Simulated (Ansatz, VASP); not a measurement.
## Two plane-wave programs on Ag

```
Ag
1.0
     2.93000    0.00000    0.00000
    -1.46500    2.53745    0.00000
     0.00000    0.00000    4.79000
Ag
2
Direct
  0.33333 0.66667 0.25000
  0.66667 0.33333 0.75000
```

Alike in both runs: task electric field gradients; functional PBEsol; k mesh 14 × 14 × 8; occupations fermi-dirac, width 0.05 eV; no spin polarisation.

|  | VASP | Ansatz |
| --- | --- | --- |
| version | VASP 6.6.1 | Ansatz 0.2.0 |
| potentials or method | VASP PAW PBE potentials, release 64 (Ag) | PAW with Ansatz's default frozen-core files, scalar-relativistic |
| plane-wave cutoff (eV) | 520 | 420 |
| valence electrons in the cell | 22 | 38 |

|  | VASP | Ansatz | Ansatz less VASP |
| --- | --- | --- | --- |
| pressure (GPa) | -6.4 | -6.2 | +0.15 |
| traceless stress, the component that is largest in VASP (GPa) | -0.26 | -0.25 | +0.006 |
| size of Vzz on the site where it differs most (V/Å²) | 3.8 | 4.2 | +0.34 |

VASP's potentials were made for PBE, not for PBEsol. VASP's potentials hold 22 valence electrons a cell and Ansatz's 38, so a difference there can come from the potentials and not from the codes.
